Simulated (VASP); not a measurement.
# GaP (F-43m) in VASP: notebook

GaP is run at these levels: PBE+D4, PBE; tasks: single point.

Everything below comes from runs of VASP 6.6.1. Logs are shortened: lines on timing, memory, paths and dates and some standing lists are left out, and cuts for length are marked.

**Experimental background.**

“Stacking defects in GaP nanowires: Electronic structure and optical properties”, 2018, arxiv:1810.01194 quotes, for a bulk crystal of GaP at 10 K: band gap 2.34 eV (indirect).

How close the calculation comes is told below.

### 1 The cell of the first run

The structure is cubic, space group F-43m (No. 216). Conventional cell: a = 5.434 Å, b = 5.434 Å, c = 5.434 Å, α = 90.00°, β = 90.00°, γ = 90.00°. Ga (site symmetry -43m) has 4 P at 2.35 Å within 3.1 Å. Within 3.1 Å of P (site symmetry -43m) lie 4 Ga at 2.35 Å.

### 2 Single point, PBE+D4

File INCAR:

```
SYSTEM = GaP
PREC     = Accurate       ! precision mode
ENCUT    = 500            ! plane-wave cutoff, eV
EDIFF    = 1E-6           ! SCF threshold, eV
ISMEAR   = 0              ! smearing method
SIGMA    = 0.01           ! smearing width, eV
LREAL    = .FALSE.        ! projectors in reciprocal space
LASPH    = .TRUE.         ! aspherical terms in the spheres
NELM     = 120            ! most SCF steps
ALGO     = Normal         ! electronic algorithm
ISIF     = 2              ! what is computed and relaxed
LWAVE    = .FALSE.        ! write WAVECAR
LCHARG   = .TRUE.         ! write CHGCAR
GGA      = PE             ! functional
IVDW     = 13             ! dispersion correction
LELF     = .TRUE.         ! ELF
LVHAR    = .TRUE.       
NBANDS   = 16             ! bands
GGA_COMPAT= .FALSE.
```

File KPOINTS:

```
regular mesh
0
G
  6 6 6
  0 0 0
```

File POSCAR:

```
GaP
1.0
    0.0000000000      2.7169120272      2.7169120272
    2.7169120272      0.0000000000      2.7169120272
    2.7169120272      2.7169120272      0.0000000000
Ga P
1 1
Direct
    0.0000000000      0.0000000000      0.0000000000
    0.7500000000      0.7500000000      0.7500000000
```

Potentials or basis: VASP PAW PBE potentials, release 64 (Ga_d, P).

Started as:

```
cat potpaw_PBE.64/Ga_d/POTCAR potpaw_PBE.64/P/POTCAR > POTCAR
mpirun -np 1 vasp_std > vasp.out
```

OUTCAR:

```text
SYSTEM = GaP
   PREC = Accurate
   ENCUT = 500
   EDIFF = 1E-6
   ISMEAR = 0
   LREAL = .FALSE.
   LASPH = .TRUE.
   NELM = 120
   ISIF = 2
   GGA = PE
   IVDW = 13

 ion  position               nearest neighbor table
   1  0.000  0.000  0.000-   2 2.35   2 2.35   2 2.35   2 2.35
   2  0.750  0.750  0.750-   1 2.35   1 2.35   1 2.35   1 2.35

  LATTYP: Found a face centered cubic cell.
 ALAT       =     5.4338240544

  Lattice vectors:

 A1 = (   0.0000000000,   2.7169120272,   2.7169120272)
 A2 = (   2.7169120272,   0.0000000000,   2.7169120272)
 A3 = (   2.7169120272,   2.7169120272,   0.0000000000)

Analysis of symmetry for initial positions (statically):
=====================================================================
 Subroutine PRICEL returns:
 Original cell was already a primitive cell.

 Routine SETGRP: Setting up the symmetry group for a
 face centered cubic supercell.

 Subroutine GETGRP returns: Found 24 space group operations
 (whereof 24 operations were pure point group operations)
 out of a pool of 48 trial point group operations.

The static configuration has the point symmetry T_d .

Analysis of symmetry for dynamics (positions and initial velocities):
=====================================================================
 Subroutine PRICEL returns:
 Original cell was already a primitive cell.

 Routine SETGRP: Setting up the symmetry group for a
 face centered cubic supercell.

 Subroutine GETGRP returns: Found 24 space group operations
 (whereof 24 operations were pure point group operations)
 out of a pool of 48 trial point group operations.

The dynamic configuration has the point symmetry T_d .

 Subroutine INISYM returns: Found 24 space group operations
 (whereof 24 operations are pure point group operations),
 and found     1 'primitive' translations

----------------------------------------------------------------------------------------

                                     Primitive cell

  volume of cell :      40.1104

  direct lattice vectors                    reciprocal lattice vectors
     0.000000000  2.716912027  2.716912027    -0.184032459  0.184032459  0.184032459
     2.716912027  0.000000000  2.716912027     0.184032459 -0.184032459  0.184032459
     2.716912027  2.716912027  0.000000000     0.184032459  0.184032459 -0.184032459

  length of vectors
     3.842293837  3.842293837  3.842293837     0.318753568  0.318753568  0.318753568

  position of ions in fractional coordinates (direct lattice)
     0.000000000  0.000000000  0.000000000
     0.750000000  0.750000000  0.750000000

  ion indices of the primitive-cell ions
   primitive index   ion index
[... 67 lines left out ...]
   EDIFFG = 0.1E-04   stopping-criterion for IOM
   NSW    =      0    number of steps for IOM
   IBRION =     -1    ionic relax: 0-MD 1-quasi-New 2-CG
   NFREE  =      0    steps in history (QN), initial steepest desc. (CG)
   ISIF   =      2    stress and relaxation
   ISYM   =      2    0-nonsym 1-usesym 2-fastsym
   POTIM  = 0.5000    time-step for ionic-motion
   TEBEG  =    0.0;   TEEND  =   0.0 temperature during run
   PSTRESS=    0.0 pullay stress
   NELECT =      18.0000    total number of electrons
   NUPDOWN=      -1.0000    fix difference up-down
   EMIN   =  10.00;   EMAX   =-10.00  energy-range for DOS
   EFERMI =   0.00;   METHOD = LEGACY
   ISMEAR =     0;   SIGMA  =   0.01  broadening in eV -4-tet -1-fermi 0-gaus
   EFERMI_NEDOS =   21; number of points for ismear=-14 and -15
   IALGO  =     38    algorithm
   IMIX   =      4    mixing-type and parameters
     AMIX     =   0.40;   BMIX     =  1.00
     AMIX_MAG =   1.60;   BMIX_MAG =  1.00
  volume/ion in A,a.u.               =      20.06       135.34
  Fermi-wavevector in a.u.,A,eV,Ry     =   1.253372  2.368530 21.373965  1.570942
  Thomas-Fermi vector in A             =   2.387228
   LORBIT       =      0    0 simple, 1 ext, 2 COOP (PROOUT), +10 PAW based schemes
   GGA     = PE    functional components
   LHFCALC =     F    Hartree Fock is set to
   AEXX    =    0.0000 exact exchange contribution
   IVDW    =    13    specifies the selected vdW correction
   LEPSILON=     F    determine dielectric tensor
   LRPA    =     F    only Hartree local field effects (RPA)
 non-spin polarized calculation
 Gauss-broadening in eV      SIGMA  =   0.01
  energy-cutoff  :      500.00
  volume of cell :       40.11
 maximum number of plane-waves:      1034
   NGX = 13   NGY = 13   NGZ = 13

 number of electron      18.0000014 magnetization

 Free energy of the ion-electron system (eV)
  ---------------------------------------------------
  ext. energy  EPLUGINS =         0.00000000
  ---------------------------------------------------
  free energy    TOTEN  =        -9.09549885 eV

  energy without entropy =       -9.09549885  energy(sigma->0) =       -9.09549885

 E-fermi :   4.8007     XC(G=0):  -9.8720

 val. band max:        4.7531392677   @ k =   0.0000   0.0000   0.0000
 cond. band min:       6.3846284214   @ k =   0.5000   0.5000   0.0000
 fundamental gap:      1.6314891537
 Fermi energy:         4.8007478494

 k-point     1 :       0.0000    0.0000    0.0000
  band No.  band energies     occupation
      1      -9.8206      2.00000
      2      -9.8206      2.00000
      3      -9.8206      2.00000
      4      -9.7182      2.00000
      5      -9.7182      2.00000
      6      -7.8094      2.00000
[... 281 lines left out ...]
      3      -9.7588      2.00000
      4      -9.7394      2.00000
      5      -9.7046      2.00000
      6      -4.7284      2.00000
[... 8 lines left out ...]
     15      16.6990      0.00000
     16      18.4183      0.00000

------------------------ aborting loop because EDIFF is reached ----------------------------------------

  DFT-D4 for vdW energy calculation

  Edisp (eV):   -0.83398

  FORCE on cell =-STRESS in cart. coord.  units (eV):
  Direction    XX          YY          ZZ          XY          YZ          ZX
  --------------------------------------------------------------------------------------
  -------------------------------------------------------------------------------------
  Total      -0.02370    -0.02370    -0.02370     0.00000     0.00000    -0.00000
  in kB      -0.94677    -0.94677    -0.94677     0.00000     0.00000    -0.00000
  external pressure =       -0.95 kB  Pullay stress =        0.00 kB

 VOLUME and BASIS-vectors are now :
 -----------------------------------------------------------------------------
  energy-cutoff  :      500.00
  volume of cell :       40.11
      direct lattice vectors                 reciprocal lattice vectors
     0.000000000  2.716912027  2.716912027    -0.184032459  0.184032459  0.184032459
     2.716912027  0.000000000  2.716912027     0.184032459 -0.184032459  0.184032459
     2.716912027  2.716912027  0.000000000     0.184032459  0.184032459 -0.184032459

 POSITION                                       TOTAL-FORCE (eV/Angst)
 -----------------------------------------------------------------------------------
      0.00000      0.00000      0.00000         0.000000      0.000000      0.000000
      4.07537      4.07537      4.07537        -0.000000     -0.000000     -0.000000
 -----------------------------------------------------------------------------------
    total drift:                               -0.000001     -0.000001     -0.000001

  FREE ENERGIE OF THE ION-ELECTRON SYSTEM (eV)
  ---------------------------------------------------
  free  energy   TOTEN  =        -9.9294778535 eV

  energy  without entropy=       -9.9294778535  energy(sigma->0) =       -9.92947785
```

stdout:

```text
POSCAR found type information on POSCAR GaP
 POSCAR found :  2 types and       2 ions
 scaLAPACK will be used
 LDA part: xc-table for (Slater+PW92), standard interpolation
 POSCAR, INCAR and KPOINTS ok, starting setup
 FFT: planning ... GRIDC
 FFT: planning ... GRID_SOFT
 FFT: planning ... GRID
 WAVECAR not read
 entering main loop
```

It took 14 s on 1 thread of Intel Xeon Platinum 8259CL at 2.50GHz (Skylake/Cascade Lake), shared host; peak memory 0.15 GiB.

Results:

* Free energy: -9.9295 eV
* Pressure: -0.1 GPa
* Band gap on the k mesh: 1.63 eV (least direct gap 1.90 eV)
* Dispersion energy per atom: -0.417 eV

### 3 Single point, PBE

This run uses another cell than the first one, of 20.86 Å³/atom.

File INCAR:

```
SYSTEM = GaP
ALGO     = Normal         ! electronic algorithm
EDIFF    = 1E-6           ! SCF threshold, eV
ENCUT    = 500            ! plane-wave cutoff, eV
GGA      = PE             ! functional
GGA_COMPAT= .FALSE.      
ISIF     = 2              ! what is computed and relaxed
ISMEAR   = 0              ! smearing method
LASPH    = .TRUE.         ! aspherical terms in the spheres
LCHARG   = .FALSE.        ! write CHGCAR
LREAL    = .FALSE.        ! projectors in reciprocal space
LWAVE    = .FALSE.        ! write WAVECAR
NBANDS   = 16             ! bands
NELM     = 120            ! most SCF steps
PREC     = Accurate       ! precision mode
SIGMA    = 0.01           ! smearing width, eV
```

File KPOINTS:

```
k-points
0
G
  6 6 6
  0 0 0
```

File POSCAR:

```
GaP
1.0
    0.0000000000      2.7527439627      2.7527439627
    2.7527439627      0.0000000000      2.7527439627
    2.7527439627      2.7527439627      0.0000000000
Ga P
1 1
Direct
    0.0000000000      0.0000000000      0.0000000000
    0.7500000000      0.7500000000      0.7500000000
```

Potentials or basis: VASP PAW PBE potentials, release 64 (Ga_d, P).

Started as:

```
cat potpaw_PBE.64/Ga_d/POTCAR potpaw_PBE.64/P/POTCAR > POTCAR
mpirun -np 1 vasp_std > vasp.out
```

OUTCAR:

```text
SYSTEM = GaP
   EDIFF = 1E-6
   ENCUT = 500
   GGA = PE
   ISIF = 2
   ISMEAR = 0
   LASPH = .TRUE.
   LREAL = .FALSE.
   NELM = 120
   PREC = Accurate

 ion  position               nearest neighbor table
   1  0.000  0.000  0.000-   2 2.38   2 2.38   2 2.38   2 2.38
   2  0.750  0.750  0.750-   1 2.38   1 2.38   1 2.38   1 2.38

  LATTYP: Found a face centered cubic cell.
 ALAT       =     5.5054879254

  Lattice vectors:

 A1 = (   0.0000000000,   2.7527439627,   2.7527439627)
 A2 = (   2.7527439627,   0.0000000000,   2.7527439627)
 A3 = (   2.7527439627,   2.7527439627,   0.0000000000)

Analysis of symmetry for initial positions (statically):
=====================================================================
 Subroutine PRICEL returns:
 Original cell was already a primitive cell.

 Routine SETGRP: Setting up the symmetry group for a
 face centered cubic supercell.

 Subroutine GETGRP returns: Found 24 space group operations
 (whereof 24 operations were pure point group operations)
 out of a pool of 48 trial point group operations.

The static configuration has the point symmetry T_d .

Analysis of symmetry for dynamics (positions and initial velocities):
=====================================================================
 Subroutine PRICEL returns:
 Original cell was already a primitive cell.

 Routine SETGRP: Setting up the symmetry group for a
 face centered cubic supercell.

 Subroutine GETGRP returns: Found 24 space group operations
 (whereof 24 operations were pure point group operations)
 out of a pool of 48 trial point group operations.

The dynamic configuration has the point symmetry T_d .

 Subroutine INISYM returns: Found 24 space group operations
 (whereof 24 operations are pure point group operations),
 and found     1 'primitive' translations

----------------------------------------------------------------------------------------

                                     Primitive cell
[... 100 lines left out ...]
   IMIX   =      4    mixing-type and parameters
     AMIX     =   0.40;   BMIX     =  1.00
     AMIX_MAG =   1.60;   BMIX_MAG =  1.00
  volume/ion in A,a.u.               =      20.86       140.76
  Fermi-wavevector in a.u.,A,eV,Ry     =   1.237057  2.337700 20.821145  1.530311
  Thomas-Fermi vector in A             =   2.371640
   LORBIT       =      0    0 simple, 1 ext, 2 COOP (PROOUT), +10 PAW based schemes
   GGA     = PE    functional components
   LHFCALC =     F    Hartree Fock is set to
   AEXX    =    0.0000 exact exchange contribution
   IVDW    =     0    specifies the selected vdW correction
   LEPSILON=     F    determine dielectric tensor
   LRPA    =     F    only Hartree local field effects (RPA)
 non-spin polarized calculation
 Gauss-broadening in eV      SIGMA  =   0.01
  energy-cutoff  :      500.00
  volume of cell :       41.72
 maximum number of plane-waves:      1068
   NGX = 15   NGY = 15   NGZ = 15

 number of electron      18.0000009 magnetization

 Free energy of the ion-electron system (eV)
  ---------------------------------------------------
  ext. energy  EPLUGINS =         0.00000000
  ---------------------------------------------------
  free energy    TOTEN  =        -9.11189746 eV

  energy without entropy =       -9.11189746  energy(sigma->0) =       -9.11189746

 E-fermi :   4.4126     XC(G=0):  -9.6935

 val. band max:        4.3562761794   @ k =   0.0000   0.0000   0.0000
 cond. band min:       5.9328461667   @ k =   0.0000   0.0000   0.0000
 fundamental gap:      1.5765699874
 Fermi energy:         4.4125636096

 k-point     1 :       0.0000    0.0000    0.0000
  band No.  band energies     occupation
      1     -10.1546      2.00000
      2     -10.1546      2.00000
      3     -10.1546      2.00000
      4     -10.0640      2.00000
      5     -10.0640      2.00000
      6      -7.9142      2.00000
[... 281 lines left out ...]
      3     -10.0999      2.00000
      4     -10.0822      2.00000
      5     -10.0520      2.00000
      6      -5.0240      2.00000
[... 8 lines left out ...]
     15      16.1225      0.00000
     16      17.7742      0.00000

------------------------ aborting loop because EDIFF is reached ----------------------------------------

  FORCE on cell =-STRESS in cart. coord.  units (eV):
  Direction    XX          YY          ZZ          XY          YZ          ZX
  --------------------------------------------------------------------------------------
  -------------------------------------------------------------------------------------
  Total       -0.0089222     -0.0089222     -0.0089222      0.0000000     -0.0000000     -0.0000000
  in kB       -0.3426525     -0.3426525     -0.3426525      0.0000000     -0.0000000     -0.0000000
  external PRESSURE =      -0.3426525 kB  Pullay stress =       0.0000000 kB

 VOLUME and BASIS-vectors are now :
 -----------------------------------------------------------------------------
  energy-cutoff  :      500.00
  volume of cell :       41.72
      direct lattice vectors                 reciprocal lattice vectors
     0.000000000  2.752743963  2.752743963    -0.181636944  0.181636944  0.181636944
     2.752743963  0.000000000  2.752743963     0.181636944 -0.181636944  0.181636944
     2.752743963  2.752743963  0.000000000     0.181636944  0.181636944 -0.181636944

 POSITION                                       TOTAL-FORCE (eV/Angst)
 -----------------------------------------------------------------------------------
      0.00000      0.00000      0.00000         0.000000      0.000000      0.000000
      4.12912      4.12912      4.12912        -0.000000     -0.000000     -0.000000
 -----------------------------------------------------------------------------------
    total drift:                               -0.000001     -0.000001     -0.000001

  FREE ENERGIE OF THE ION-ELECTRON SYSTEM (eV)
  ---------------------------------------------------
  free  energy   TOTEN  =        -9.1118974590 eV

  energy  without entropy=       -9.1118974590  energy(sigma->0) =       -9.11189746
```

OSZICAR:

```text
N       E                     dE             d eps       ncg     rms          rms(c)
DAV:   1     0.768258999739E+02    0.76826E+02   -0.86175E+03   528   0.152E+03
DAV:   2    -0.338762447968E+01   -0.80214E+02   -0.76196E+02   608   0.300E+02
DAV:   3    -0.928173302618E+01   -0.58941E+01   -0.58764E+01   624   0.632E+01
DAV:   4    -0.937477538585E+01   -0.93042E-01   -0.93016E-01   664   0.861E+00
DAV:   5    -0.937659874499E+01   -0.18234E-02   -0.18233E-02   624   0.104E+00    0.411E+00
DAV:   6    -0.913619790447E+01    0.24040E+00   -0.37760E-01   808   0.101E+01    0.271E+00
DAV:   7    -0.911092226994E+01    0.25276E-01   -0.91076E-02   680   0.198E+00    0.109E+00
DAV:   8    -0.911132837227E+01   -0.40610E-03   -0.13311E-02   616   0.138E+00    0.174E-01
DAV:   9    -0.911174333323E+01   -0.41496E-03   -0.13355E-03   600   0.519E-01    0.839E-02
DAV:  10    -0.911182194629E+01   -0.78613E-04   -0.11371E-04   768   0.110E-01    0.420E-02
DAV:  11    -0.911189786022E+01   -0.75914E-04   -0.10545E-04   560   0.861E-02    0.513E-03
DAV:  12    -0.911189745903E+01    0.40119E-06   -0.30904E-06   640   0.222E-02
   1 F= -.91118975E+01 E0= -.91118975E+01  d E =-.136246E-17
```

stdout:

```text
POSCAR found type information on POSCAR GaP
 POSCAR found :  2 types and       2 ions
 scaLAPACK will be used
 LDA part: xc-table for (Slater+PW92), standard interpolation
 POSCAR, INCAR and KPOINTS ok, starting setup
 FFT: planning ... GRIDC
 FFT: planning ... GRID_SOFT
 FFT: planning ... GRID
 WAVECAR not read
 entering main loop
```

Wall time 12 s (1 thread of Intel Xeon Platinum 8259CL at 2.50GHz (Skylake/Cascade Lake), shared host); peak memory 0.15 GiB.

Results:

* Free energy: -9.1119 eV
* Pressure: 0.0 GPa
* Band gap on the k mesh: 1.58 eV

Levels at points of the mesh, in eV from the valence-band top:
```tsv
k point	band 6	band 7	band 8	band 9	band 10	band 11	band 12	band 13
(0.00, 0.00, 0.00)	-12.27	0.00	0.00	0.00	1.58	3.89	3.89	3.89
(0.50, 0.00, 0.00)	-10.30	-6.47	-1.08	-1.08	1.58	4.72	4.72	8.22
(0.50, 0.50, 0.00)	-9.44	-6.62	-2.58	-2.58	1.71	1.84	10.37	10.37
```

### 4 How close it comes

Step 2. Against the measured gap of GaP, 2.34 eV (indirect; 10 K; quoted in “Stacking defects in GaP nanowires: Electronic structure and optical properties”, 2018, arxiv:1810.01194), the calculated 1.63 eV is off by -0.71 eV. Spin-orbit coupling on Ga is left out. The value is that of PBE+D4 on a finite k mesh, which can miss the band edges, without temperature or zero-point motion. Semilocal functionals fall short of measured gaps as a rule.

Step 3. Measured gap of GaP: 2.34 eV (indirect; 10 K; quoted in “Stacking defects in GaP nanowires: Electronic structure and optical properties”, 2018, arxiv:1810.01194). This calculation gives 1.58 eV (-0.76 eV). Spin-orbit coupling on Ga is left out. The value is that of PBE on a finite k mesh, which can miss the band edges, without temperature or zero-point motion. Semilocal functionals fall short of measured gaps as a rule.
